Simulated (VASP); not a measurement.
A run of VASP 6.6.1 is set up as follows.

INCAR

```
PREC = Accurate ; ENCUT = 520
EDIFF = 1E-6 ; ISMEAR = 0
SIGMA = 0.15 ; LREAL = F
LASPH = T ; NELM = 80
ALGO = Normal ; ISIF = 2
LWAVE = F ; LCHARG = F
GGA = PS ; NBANDS = 10
```

KPOINTS

```
Automatic mesh
0
Gamma
  18 18 10
```

The input POSCAR:

```
Li
1.0
    3.2743297646      0.0000000000      0.0000000000
   -1.6371648823      2.8356527565      0.0000000000
    0.0000000000      0.0000000000      5.0930000000
Li
2
Direct
    0.3333333333      0.6666666667      0.2500000000
    0.6666666667      0.3333333333      0.7500000000
```

Potentials or basis: VASP PAW PBE potentials, release 64 (Li_sv).

Command:

```console
$ cat potpaw_PBE.64/Li_sv/POTCAR > POTCAR
$ mpirun -np 1 vasp_std > vasp.out
```

(1) Estimate the band gap on the k mesh.

Results:

(1) zero (bands 3 and 4 overlap by 4.10 eV).

Caveat: the cell differs from its parent crystal (strain +0.0525 x Voigt [1, 1, 0, 0, 0, 0]).
